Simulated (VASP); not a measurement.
Crystal: Zn5O.

```
Zn O
1.0
     4.92246    0.00000    0.00000
    -2.46123    4.26298    0.00000
     0.00000    0.00000    4.13591
Zn O
5 1
Cartesian
  -1.2306 2.1315 2.0680
  0.0000 2.8420 0.0000
  2.4612 1.4210 0.0000
  2.4612 0.0000 2.0680
  1.2306 2.1315 2.0680
  0.0000 0.0000 0.0000
```

The cell was generated, and may not be a known phase.

```yaml
Program: VASP 6.6.1
Task: relaxation of cell and atoms
Functional: PBE
Potentials_or_basis: VASP PAW PBE potentials, release 64 (Zn, O)
Cutoff: 600 eV
k_mesh: 6 × 6 × 4
Occupations: gaussian, width 0.1 eV
Spin: collinear spin, ferromagnetic start
Starting_moments: "[0.0, 0.0, 0.0, 0.0, 0.0, 1.0] μB"
```

At the start: pressure 8.4 GPa; volume 14.46 Å³/atom.

Task: How do energy, volume and symmetry change on relaxing?

Result: Over 6 steps the energy falls by 40.0 meV/atom and the volume is 15.91 Å³/atom (+10.0 %); space group P6/mmm (No. 191, to 0.1 Å) before and after; moment 0.00 μB per cell.

The path:
| step | energy change (eV) | largest force (eV/Å) | pressure (GPa) | volume (Å³) |
| --- | --- | --- | --- | --- |
| 1 | 0.0000 | 0.0000 | 8.44 | 86.79 |
| 2 | -0.2329 | 0.0000 | -0.66 | 96.70 |
| 3 | -0.2343 | 0.0000 | -0.10 | 95.87 |
| 4 | -0.2343 | 0.0000 | -0.23 | 96.06 |
| 5 | -0.2361 | 0.0000 | -0.21 | 95.91 |
| 6 | -0.2401 | 0.0000 | -0.14 | 95.45 |

Final structure:
```
Zn O
1.0
     5.01323    0.00000    0.00000
    -2.50662    4.34158    0.00000
     0.00000    0.00000    4.38519
Zn O
5 1
Direct
  0.00000 0.50000 0.50000
  0.33333 0.66667 0.00000
  0.66667 0.33333 0.00000
  0.50000 0.00000 0.50000
  0.50000 0.50000 0.50000
  0.00000 0.00000 0.00000
```

Caveat: the k points lie up to 0.36 Å⁻¹ apart in the final cell, too coarse for converged energies and pressures of a metal.
